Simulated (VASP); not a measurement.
## Sb: single point with PBEsol

Sb:

```
Sb
1.0
    -1.87074    1.87074    1.87074
     1.87074   -1.87074    1.87074
     1.87074    1.87074   -1.87074
Sb
1
Direct
  0.00000 0.00000 0.00000
```

| Property | Result |
| --- | --- |
| Program | VASP 6.6.1 |
| Task | single point |
| Functional | PBEsol |
| Potentials or basis | VASP PAW PBE potentials, release 64 (Sb) |
| Cutoff | 500 eV |
| k mesh | 10 × 10 × 10 |
| Occupations | gaussian, width 0.1 eV |
| Spin | no spin polarisation |

The pressure is 0.1 GPa.

Levels at points of the mesh, in eV from the Fermi level:
```
           k point  band 1  band 2  band 3  band 4  band 5  band 6
(0.00, 0.00, 0.00)  -13.06    5.72    5.72    5.72   10.72   10.72
(0.50, 0.00, 0.00)   -8.85   -5.76    1.77    3.83    6.52    6.99
(0.50, 0.50, 0.50)   -5.46   -2.04   -2.04   -2.04    2.91    2.91
```

It took 4.2 s on 1 thread of Intel(R) Xeon(R) Platinum 8488C (Sapphire Rapids), on a shared host, peak memory 0.13 GiB.

Caveat: the PAW data sets were made with another functional, which shifts forces and pressure a little; spin-orbit coupling is left out, which moves the levels of the heavy elements.
